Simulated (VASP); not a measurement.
Wanted: the native input for a VASP 6.6.1 run.

* Task: single point
* Functional: PBE
* Potentials or basis: VASP PAW PBE potentials, release 64 (Al, Cu)
* Cutoff: 520 eV
* k mesh: 10 × 10 × 14
* Occupations: gaussian, width 0.15 eV
* Spin: no spin polarisation
* Dipole correction: no
* Further INCAR settings: ALGO = Fast; EDIFF = 1e-06; NBANDS = 16

The structure of Al2Cu lies in POSCAR:

```
Al2Cu
1.0
    4.4096000000      0.0000000000      0.0000000000
    0.0000000000      4.4096000000      0.0000000000
    0.0000000000      0.0000000000      2.9617000000
Al Cu
2 1
Direct
    0.5000000000      0.0000000000      0.5000000000
    0.0000000000      0.5000000000      0.5000000000
    0.0000000000      0.0000000000      0.0000000000
```

The input as run:

INCAR

```
ALGO = Fast
EDIFF = 1E-6
ENCUT = 520
GGA = PE
ISIF = 2
ISMEAR = 0
LASPH = T
LCHARG = F
LREAL = F
LWAVE = F
NBANDS = 16
NELM = 60
PREC = Accurate
SIGMA = 0.15
```

KPOINTS

```
k-points
0
Gamma
  10 10 14
```

Potentials or basis: VASP PAW PBE potentials, release 64 (Al, Cu).

Command:

```sh
$ cat potpaw_PBE.64/Al/POTCAR potpaw_PBE.64/Cu/POTCAR > POTCAR
$ mpirun -np 1 vasp_std > vasp.out
```

It gave:

```yaml
Pressure: -9.9 GPa
```

It took 64 s on 1 thread of Intel(R) Xeon(R) 6975P-C (Granite Rapids), with other jobs on the host, peak memory 0.28 GiB.
